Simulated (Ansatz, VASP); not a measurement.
**Au in VASP and in Ansatz**

```
Au
1.0
     1.41131   -2.55593    0.00000
     1.41131    2.55593    0.00000
     0.00000    0.00000    4.89317
Au
2
Direct
  0.33467 0.66533 0.25000
  0.66533 0.33467 0.75000
```

Alike in both runs: functional LDA; k mesh 11 × 11 × 6; occupations fermi-dirac, width 0.05 eV; no spin polarisation.

|  | VASP | Ansatz |
| --- | --- | --- |
| version | VASP 6.6.1 | Ansatz 0.2.0 |
| potentials or method | VASP PAW LDA potentials, release 64 (Au), cutoff 520 eV | all-electron LAPW, scalar-relativistic |
| task | single point | band structure |

|  | VASP | Ansatz | Ansatz less VASP |
| --- | --- | --- | --- |
| gap on the k mesh at the Fermi level (eV) | none | none | - |
| pressure (GPa) | -9.3 | -9.6 | -0.39 |
| traceless stress, the component that is largest in VASP (GPa) | 2.33 | 2.23 | -0.100 |
| rms of the force components (eV/Å) | 0.009 | 0.008 | -0.0005 |

LDA's correlation is that of Perdew and Zunger in VASP and of Perdew and Wang (1992) in Ansatz. Atom by atom the forces differ by 0.001 eV/Å (rms over components). A gap of «none» marks a metal or a gap that the smearing closes. Ansatz ran all-electron here, and VASP with PAW potentials.

Neither program's run includes spin-orbit coupling.
